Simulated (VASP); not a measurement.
# Mg2CdTe3: single point with PBE

Crystal: Mg2CdTe3.

```
Mg Cd Te
1.0
     4.61855    0.00000    0.00000
    -2.30927    3.99978    0.00000
     0.00000    0.00000   22.59112
Mg Cd Te
4 2 6
Direct
  0.33333 0.66667 0.66432
  0.33333 0.66667 0.99946
  0.66667 0.33333 0.16432
  0.66667 0.33333 0.49946
  0.33333 0.66667 0.33334
  0.66667 0.33333 0.83334
  0.33333 0.66667 0.12423
  0.33333 0.66667 0.45966
  0.33333 0.66667 0.78900
  0.66667 0.33333 0.28900
  0.66667 0.33333 0.62423
  0.66667 0.33333 0.95966
```

- Program: VASP 6.6.1
- Task: single point
- Functional: PBE
- Potentials or basis: VASP PAW PBE potentials, release 64 (Mg, Cd, Te)
- Cutoff: 520 eV
- k mesh: 6 × 6 × 1
- Occupations: gaussian, width 0.1 eV
- Spin: no spin polarisation

| Quantity | Value |
| --- | --- |
| Pressure | 0.3 GPa |
| Largest force | 0.033 eV/Å |
| Band gap on the k mesh | 1.51 eV, direct |

Forces on the atoms (eV/Å):
```
Mg   0.000  0.000 -0.007
Mg   0.000  0.000  0.006
Mg   0.000  0.000 -0.007
Mg   0.000  0.000  0.006
Cd   0.000  0.000 -0.014
Cd   0.000  0.000 -0.014
Te   0.000  0.000 -0.008
Te   0.000  0.000  0.033
Te   0.000  0.000 -0.009
Te   0.000  0.000 -0.009
Te   0.000  0.000 -0.008
Te   0.000  0.000  0.033
```

Levels at points of the mesh, in eV from the valence-band top:
| k point | band 30 | band 31 | band 32 | band 33 | band 34 | band 35 | band 36 | band 37 | band 38 | band 39 |
| --- | --- | --- | --- | --- | --- | --- | --- | --- | --- | --- |
| (0.00, 0.00, 0.00) | -0.16 | -0.04 | -0.04 | 0.00 | 0.00 | 1.51 | 2.05 | 2.57 | 2.76 | 2.80 |
| (0.50, 0.00, 0.00) | -1.03 | -0.99 | -0.89 | -0.81 | -0.64 | 2.27 | 2.75 | 2.80 | 2.95 | 3.03 |

Run time: 4.2 min on 1 thread of Intel Xeon 6975P-C, with other jobs on the host, peak memory 0.56 GiB.

Caveat: spin-orbit coupling is left out, which moves the levels of the heavy elements. A hybrid or GW would open this gap; PBE tends to underestimate it.
